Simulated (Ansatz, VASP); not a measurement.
# Ba2Be in VASP and in Ansatz

```xyz
6
Lattice="6.9049 0.0000 0.0000 0.0000 6.9049 0.0000 0.0000 0.0000 6.9049" Properties=species:S:1:pos:R:3 pbc="T T T"
Ba    1.7262    1.7262    5.1787
Ba    5.1787    1.7262    1.7262
Ba    1.7262    5.1787    1.7262
Ba    5.1787    5.1787    5.1787
Be    3.4525    3.4525    3.4525
Be    0.0000    0.0000    0.0000
```

Change from the starting cell: species swapped into the Cu2O type (Pn-3m, No. 224).

Alike in both runs: functional PBE; k mesh 4 × 4 × 4; occupations gaussian, width 0.1 eV; no spin polarisation.

Ansatz relaxed the structure, and its values are those at the end. VASP's run is a single point on that final structure, the one shown.

|  | VASP | Ansatz |
| --- | --- | --- |
| version | VASP 6.6.1 | Ansatz 0.2.0 |
| potentials or method | VASP PAW PBE potentials, release 64 (Ba_sv, Be), cutoff 520 eV | scalar-relativistic, plane waves, PAW |
| valence electrons in the cell | 44 | 44 |

VASP gave:

```
gap on the k mesh at the Fermi level (eV) : none
pressure (GPa)                            : 0.4
```

Which values does Ansatz return?

gap on the k mesh at the Fermi level (eV): none; pressure (GPa): 0.3.

A gap of «none» marks a metal or a gap that the smearing closes.

Neither program's run includes spin-orbit coupling.
